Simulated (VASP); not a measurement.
Set up this calculation in VASP 6.6.1, as the native input.

```yaml
Task: single point
Functional: PBE-based global hybrid with 75 % exact exchange
Potentials_or_basis: VASP PAW PBE potentials, release 64 (Al, As_d)
Cutoff: 400 eV
k_mesh: 4 × 4 × 4
Occupations: gaussian, width 0.01 eV
Spin: no spin polarisation
Dipole_correction: no
Grid_for_exact_exchange_PRECFOCK: Normal
Share_of_exact_exchange: 0.75
Further_INCAR_settings: ALGO = Normal; EDIFF = 1e-06; NBANDS = 16
```

The system is AlAs.

```
Al As
1.0
     0.00000    2.83893    2.83893
     2.83893    0.00000    2.83893
     2.83893    2.83893    0.00000
Al As
1 1
Direct
  0.00000 0.00000 0.00000
  0.25000 0.25000 0.25000
```

One way to write it, as run:

POSCAR

```
AlAs
1.0
    0.0000000000      2.8389251760      2.8389251760
    2.8389251760      0.0000000000      2.8389251760
    2.8389251760      2.8389251760      0.0000000000
Al As
1 1
Direct
    0.0000000000      0.0000000000      0.0000000000
    0.2500000000      0.2500000000      0.2500000000
```

INCAR.step1

```
PREC     = Accurate       # precision mode
ENCUT    = 400            # plane-wave cutoff, eV
EDIFF    = 1E-5           # SCF threshold, eV
ISMEAR   = 0              # smearing method
SIGMA    = 0.01           # smearing width, eV
LREAL    = F              # projectors in reciprocal space
LASPH    = T              # aspherical terms in the spheres
NELM     = 120            # most SCF steps
ALGO     = Normal         # electronic algorithm
ISIF     = 2              # what is computed and relaxed
LWAVE    = T              # write WAVECAR
GGA      = PE             # functional
NBANDS   = 16             # bands
GGA_COMPAT= F
```

INCAR.step2

```
PREC     = Accurate       # precision mode
ENCUT    = 400            # plane-wave cutoff, eV
EDIFF    = 1E-6           # SCF threshold, eV
ISMEAR   = 0              # smearing method
SIGMA    = 0.01           # smearing width, eV
LREAL    = F              # projectors in reciprocal space
LASPH    = T              # aspherical terms in the spheres
NELM     = 120            # most SCF steps
ALGO     = Normal         # electronic algorithm
ISIF     = 2              # what is computed and relaxed
LWAVE    = F              # write WAVECAR
LCHARG   = T              # write CHGCAR
GGA      = PE             # functional
LHFCALC  = T              # exact exchange
AEXX     = 0.75           # exact-exchange fraction
PRECFOCK = Normal       
LELF     = T              # ELF
LVHAR    = T            
ISTART   = 1            
NBANDS   = 16             # bands
GGA_COMPAT= F
```

KPOINTS

```
Automatic mesh
0
Gamma
  4 4 4
```

Potentials or basis: VASP PAW PBE potentials, release 64 (Al, As_d).

The run is started by

```console
$ cat potpaw_PBE.64/Al/POTCAR potpaw_PBE.64/As_d/POTCAR > POTCAR
$ cp INCAR.step1 INCAR
$ mpirun -np 1 vasp_std > vasp.out
$ cp INCAR.step2 INCAR
$ mpirun -np 1 vasp_std > vasp.out
```

It gave:

```json
{
  "Pressure": "-3.2 GPa",
  "Band gap on the k mesh": "5.75 eV (least direct gap 6.81 eV)"
}
```

Caveat: the k points lie up to 0.48 Å⁻¹ apart; the PAW data sets were made with another functional, which shifts forces and pressure a little.

It took 5.1 min on 1 thread of Intel(R) Xeon(R) Platinum 8375C CPU @ 2.90GHz (Ice Lake), with other jobs on the host, peak memory 0.16 GiB.
